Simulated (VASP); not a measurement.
# Co (P-3m1) in VASP: relaxation of cell and atoms with revPBE+D4

Aim: the relaxation of cell and atoms of Co with revPBE+D4.

All numbers are computed with VASP 6.6.1; they aren't measurements. Logs are shortened: lines on timing, memory, paths and dates and some standing lists are left out, and cuts for length are marked.

**1. The cell of the first run**

It takes space group P-3m1 (No. 164, trigonal). The conventional cell has a = 2.487 Å, b = 2.487 Å, c = 4.063 Å, α = 90.00°, β = 90.00°, γ = 120.00°. Within 3.2 Å of Co (site symmetry 3m) lie 12 Co at 2.42 to 2.55 Å.

**2. Relaxation of cell and atoms, revPBE+D4, collinear spin, ferromagnetic start**

Contents of INCAR:

```
SYSTEM = Co
PREC = Accurate
ENCUT = 600
EDIFF = 1E-7
ISMEAR = -1
SIGMA = 0.05
LREAL = .False.
LASPH = .True.
NELM = 150
ALGO = Normal
ISIF = 3
LWAVE = .False.
LCHARG = .False.
ISPIN = 2
MAGMOM = 2 2
LORBIT = 11
LMAXMIX = 4
GGA = RE
IVDW = 13
IBRION = 2
NSW = 60
EDIFFG = -0.01
```

Contents of KPOINTS:

```
Automatic mesh
0
Gamma
  12 12 7
  0 0 0
```

Contents of POSCAR:

```
Co
1.0
    2.4873648738      0.0000000000      0.0000000000
   -1.2436824369      2.1541211692      0.0000000000
    0.0000000000      0.0000000000      4.0632895034
Co
2
Direct
    0.3333333333      0.6666666667      0.7401390000
    0.6666666667      0.3333333333      0.2598610000
```

Potentials or basis: VASP PAW PBE potentials, release 64 (Co).

The run is started by

```console
$ cat potpaw_PBE.64/Co/POTCAR > POTCAR
$ mpirun -np 1 vasp_std > vasp.out
```

OUTCAR:

```text
SYSTEM = Co
   PREC = Accurate
   ENCUT = 600
   EDIFF = 1E-7
   ISMEAR = -1
   LREAL = .False.
   LASPH = .True.
   NELM = 150
   ISIF = 3
   ISPIN = 2
   LORBIT = 11
   GGA = RE
   IVDW = 13
   IBRION = 2
   NSW = 60
   EDIFFG = -0.01

 ion  position               nearest neighbor table
   1  0.333  0.667  0.740-   2 2.42   2 2.42   2 2.42   2 2.55   2 2.55   2 2.55
   2  0.667  0.333  0.260-   1 2.42   1 2.42   1 2.42   1 2.55   1 2.55   1 2.55

  LATTYP: Found a hexagonal cell.
 ALAT       =     2.4873648738
 C/A-ratio  =     1.6335719565

  Lattice vectors:

 A1 = (   2.4873648738,   0.0000000000,   0.0000000000)
 A2 = (  -1.2436824369,   2.1541211692,   0.0000000000)
 A3 = (   0.0000000000,   0.0000000000,   4.0632895034)

Analysis of symmetry for initial positions (statically):
=====================================================================
 Subroutine PRICEL returns:
 Original cell was already a primitive cell.

 Routine SETGRP: Setting up the symmetry group for a
 hexagonal supercell.

 Subroutine GETGRP returns: Found 12 space group operations
 (whereof 12 operations were pure point group operations)
 out of a pool of 24 trial point group operations.

The static configuration has the point symmetry D_3d.

Analysis of symmetry for dynamics (positions and initial velocities):
=====================================================================
 Subroutine PRICEL returns:
 Original cell was already a primitive cell.

 Routine SETGRP: Setting up the symmetry group for a
 hexagonal supercell.

 Subroutine GETGRP returns: Found 12 space group operations
 (whereof 12 operations were pure point group operations)
 out of a pool of 24 trial point group operations.

The dynamic configuration has the point symmetry D_3d.

Analysis of structural, dynamic, and magnetic symmetry:
=====================================================================
 Subroutine PRICEL returns:
 Original cell was already a primitive cell.

 Routine SETGRP: Setting up the symmetry group for a
 hexagonal supercell.

 Subroutine GETGRP returns: Found 12 space group operations
 (whereof 12 operations were pure point group operations)
 out of a pool of 24 trial point group operations.

The overall configuration has the point symmetry D_3d.

 Subroutine INISYM returns: Found 12 space group operations
 (whereof 12 operations are pure point group operations),
 and found     1 'primitive' translations

----------------------------------------------------------------------------------------
[... 109 lines left out ...]
   EFERMI_NEDOS =   21; number of points for ismear=-14 and -15
   IALGO  =     38    algorithm
   IMIX   =      4    mixing-type and parameters
     AMIX     =   0.40;   BMIX     =  1.00
     AMIX_MAG =   1.60;   BMIX_MAG =  1.00
  volume/ion in A,a.u.               =      10.89        73.46
  Fermi-wavevector in a.u.,A,eV,Ry     =   1.536514  2.903591 32.121660  2.360875
  Thomas-Fermi vector in A             =   2.643152
   LORBIT       =     11    0 simple, 1 ext, 2 COOP (PROOUT), +10 PAW based schemes
   GGA     = RE    functional components
   LHFCALC =     F    Hartree Fock is set to
   AEXX    =    0.0000 exact exchange contribution
   IVDW    =    13    specifies the selected vdW correction
   LEPSILON=     F    determine dielectric tensor
   LRPA    =     F    only Hartree local field effects (RPA)
 conjugate gradient relaxation of ions
 spin polarized calculation
  energy-cutoff  :      600.00
  volume of cell :       21.77
 maximum number of plane-waves:       756
   NGX =  9   NGY =  9   NGZ = 17

--------------------------------------- Ionic step        1  -------------------------------------------

 number of electron      17.9999997 magnetization       3.2775354

 Free energy of the ion-electron system (eV)
  ---------------------------------------------------
  ext. energy  EPLUGINS =         0.00000000
  ---------------------------------------------------
  free energy    TOTEN  =       -13.22777111 eV

  energy without entropy =      -13.21295187  energy(sigma->0) =      -13.22036149

------------------------ aborting loop because EDIFF is reached ----------------------------------------

  DFT-D4 for vdW energy calculation

  Edisp (eV):   -1.45494
[... 231 lines left out ...]
--------------------------------------- Ionic step        7  -------------------------------------------

 number of electron      17.9999997 magnetization       3.1922004

 Free energy of the ion-electron system (eV)
  ---------------------------------------------------
  ext. energy  EPLUGINS =         0.00000000
  ---------------------------------------------------
  free energy    TOTEN  =       -13.21511166 eV

  energy without entropy =      -13.19990165  energy(sigma->0) =      -13.20750666

 E-fermi :  10.8061     XC(G=0): -13.5140

 val. band max:       10.7959241035   @ k =   0.2500   0.0000   0.2857
 cond. band min:      10.8067009190   @ k =  -0.0833   0.5000   0.4286
 fundamental gap:      0.0107768156
 Fermi energy:        10.8061298201

 spin component 1

 k-point     1 :       0.0000    0.0000    0.0000
  band No.  band energies     occupation
      1       1.7378      1.00000
      2       5.5316      1.00000
      3       8.1532      1.00000
      4       8.1582      1.00000
      5       8.1582      1.00000
      6       8.4894      1.00000
      7       8.4894      1.00000
      8       8.8408      1.00000
      9       8.8408      1.00000
     10      10.0029      1.00000
     11      10.0029      1.00000
     12      10.7725      0.66210
     13      17.5101      0.00000
     14      33.0121      0.00000
[... 403 lines left out ...]
      4       7.7465      1.00000
      5       8.1816      1.00000
      6       8.4230      1.00000
      7       8.5730      1.00000
      8       8.7687      1.00000
      9       8.9130      1.00000
     10       9.0140      1.00000
     11      10.0733      1.00000
     12      12.5804      0.00000
     13      19.1304      0.00000
     14      27.6308      0.00000
     15      31.5269      0.00000

 [... further k-points ...]

 spin component 2

 k-point     1 :       0.0000    0.0000    0.0000
  band No.  band energies     occupation
      1       1.7024      1.00000
      2       6.4775      1.00000
      3       9.8058      1.00000
      4       9.8103      1.00000
      5       9.8103      1.00000
      6      10.1986      0.99999
      7      10.1986      0.99999
      8      10.6162      0.97808
      9      10.6162      0.97808
     10      10.6732      0.93450
     11      11.9009      0.00000
     12      11.9009      0.00000
     13      18.5217      0.00000
     14      32.6879      0.00000
[... 448 lines left out ...]
  FREE ENERGIE OF THE ION-ELECTRON SYSTEM (eV)
  ---------------------------------------------------
  free  energy   TOTEN  =       -14.7213953344 eV

  energy  without entropy=      -14.7061853273  energy(sigma->0) =      -14.71379033

 reached required accuracy - stopping structural energy minimisation

 total charge

# of ion       s       p       d       tot
------------------------------------------
    1        0.504   0.551   7.284   8.339
    2        0.504   0.551   7.284   8.339
--------------------------------------------------
tot          1.008   1.102  14.567  16.677

 magnetization (x)

# of ion       s       p       d       tot
------------------------------------------
    1       -0.016  -0.057   1.685   1.611
    2       -0.016  -0.057   1.685   1.611
--------------------------------------------------
tot         -0.032  -0.115   3.369   3.223
```

OSZICAR:

```text
N       E                     dE             d eps       ncg     rms          rms(c)
DAV:   1     0.876623878511E+02    0.87662E+02   -0.95162E+03  6824   0.183E+03
DAV:   2    -0.126693834853E+02   -0.10033E+03   -0.92996E+02  6720   0.268E+02
[... 70 lines left out ...]
DAV:   2    -0.132153454196E+02    0.94639E-03   -0.52577E-03  7616   0.150E+00    0.178E-01
DAV:   3    -0.132151433964E+02    0.20202E-03   -0.59605E-04  7483   0.502E-01    0.781E-02
DAV:   4    -0.132151257468E+02    0.17650E-04   -0.11664E-05  8746   0.436E-02    0.271E-02
DAV:   5    -0.132151120781E+02    0.13669E-04   -0.47470E-06 10137   0.291E-02    0.547E-03
DAV:   6    -0.132151117387E+02    0.33935E-06   -0.58701E-07  7643   0.106E-02    0.238E-03
DAV:   7    -0.132151116593E+02    0.79438E-07   -0.51076E-08  3545   0.322E-03
   7 F= -.14721395E+02 E0= -.14713790E+02  d E =-.118331E-03  mag=     3.1922
```

Wall time 6 min (1 thread of Oxide Virtual Turin-like, shared host); peak memory 0.17 GiB.

What came out:

* Free energy: -14.7214 eV
* Relaxed volume: 10.51 Å³/atom
* Relaxed cell: a = 2.469 Å, b = 2.469 Å, c = 3.980 Å, α = 90.00°, β = 90.00°, γ = 120.00°
* Space group after relaxing (to 0.05 Å): P6_3/mmc (No. 194)
* Energy gained by relaxing: 19.3 meV/atom
* Ionic steps: 7
* Pressure after relaxing: 0.0 GPa
* Largest force after relaxing: 0.005 eV/Å
* Net moment: 3.19 μB per cell
* Site moments: Co +1.61 μB
* Valence electrons inside the program's atomic spheres: Co 8.34
* Dispersion energy per atom: -0.753 eV

Forces on the atoms (eV/Å):
```
Co   0.000  0.000  0.005
Co   0.000  0.000 -0.005
```

The path:
```
step  energy change (eV)  largest force (eV/Å)  pressure (GPa)  volume (Å³)
   1              0.0000                0.5010           -6.25        21.77
   2             -0.0237                0.2852            6.44        20.46
   3             -0.0289                0.3695            2.34        20.83
   4             -0.0386                0.0010            0.61        20.96
   5             -0.0386                0.0045            0.59        20.96
   6             -0.0386                0.0129           -0.52        21.07
   7             -0.0387                0.0049           -0.01        21.02
```

Final structure:
```
Co
1.0
     2.46919    0.00000    0.00000
    -1.23460    2.13838    0.00000
     0.00000    0.00000    3.98044
Co
2
Cartesian
  0.0000 1.4256 2.9850
  1.2346 0.7128 0.9954
```

Levels at points of the mesh, in eV from the Fermi level:
Spin up:
| k point | band 9 | band 10 | band 11 | band 12 | band 13 | band 14 |
| --- | --- | --- | --- | --- | --- | --- |
| (0.00, 0.00, 0.00) | -1.97 | -0.80 | -0.80 | -0.03 | 6.70 | 22.21 |
| (0.50, 0.00, 0.00) | -0.56 | -0.52 | 1.38 | 3.48 | 9.99 | 10.70 |
Spin down:
| k point | band 4 | band 5 | band 6 | band 7 | band 8 | band 9 | band 10 | band 11 |
| --- | --- | --- | --- | --- | --- | --- | --- | --- |
| (0.00, 0.00, 0.00) | -1.00 | -1.00 | -0.61 | -0.61 | -0.19 | -0.19 | -0.13 | 1.09 |
| (0.50, 0.00, 0.00) | -1.93 | -1.18 | -1.07 | -0.62 | 1.23 | 1.37 | 1.41 | 2.63 |

Caveat: the PAW data sets were made with another functional, which shifts forces and pressure a little; pairwise dispersion overbinds metals, which lowers pressure and volume.
